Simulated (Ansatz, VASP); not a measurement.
# Cs: VASP beside Ansatz

Contents of INCAR:

```
PREC     = Accurate       # precision mode
ENCUT    = 520            # plane-wave cutoff, eV
EDIFF    = 1E-7           # SCF threshold, eV
ISMEAR   = -1             # smearing method
SIGMA    = 0.1            # smearing width, eV
LREAL    = F              # projectors in reciprocal space
LASPH    = T              # aspherical terms in the spheres
NELM     = 80             # most SCF steps
ALGO     = Normal         # electronic algorithm
ISIF     = 2              # what is computed and relaxed
LWAVE    = F              # write WAVECAR
LCHARG   = T              # write CHGCAR
GGA      = RE             # functional
LELF     = T              # ELF
LVHAR    = T            
NBANDS   = 10             # bands
```

Contents of KPOINTS:

```
regular mesh
0
Gamma
  7 7 7
```

File POSCAR:

```
Cs
1.0
    5.2001482015      0.0000000000      0.0000000000
    0.0000000000      5.2001482015      0.0000000000
    0.0000000000      0.0000000000      5.2001482015
Cs
1
Direct
    0.0000000000      0.0000000000      0.0000000000
```

Input for Ansatz:

```yaml
crystal:
  lattice:
    - [5.2001482015, 0.0, 0.0]
    - [0.0, 5.2001482015, 0.0]
    - [0.0, 0.0, 5.2001482015]
  atoms:
    - { symbol: Cs, position: [0.0, 0.0, 0.0] }
hamiltonian:
  xc: revpbe
  pseudopotentials:
    kind: paw
    azcp:
      Cs: "pseudopotentials/Cs.paw.azcp"
basis:
  ecutwfc: 420
  fft_grid_basis: typed
kpoints:
  mp_grid: { grid: [7, 7, 7], shift: [0, 0, 0] }
magnetization:
  spin_polarized: false
scf:
  occupations: { method: fermi_dirac, width: 0.1 }
  lower_state_search: "off"
output:
  stress: true
```

Alike in both runs: task single point; functional revPBE; k mesh 7 × 7 × 7; occupations fermi-dirac, width 0.1 eV; no spin polarisation.

|  | VASP | Ansatz |
| --- | --- | --- |
| version | VASP 6.6.1 | Ansatz 0.2.0 |
| potentials or method | VASP PAW PBE potentials, release 64 (Cs_sv), cutoff 520 eV | plane waves (420 eV) with PAW, scalar-relativistic |
| valence electrons in the cell | 9 | 9 |

|  | VASP | Ansatz | Ansatz less VASP |
| --- | --- | --- | --- |
| pressure (GPa) | 0.0 | 0.0 | +0.01 |

VASP's potentials were made for PBE, not for revPBE. The functional is the same, so the differences come from potentials, cutoffs and numerics.

Spin-orbit coupling is off throughout.
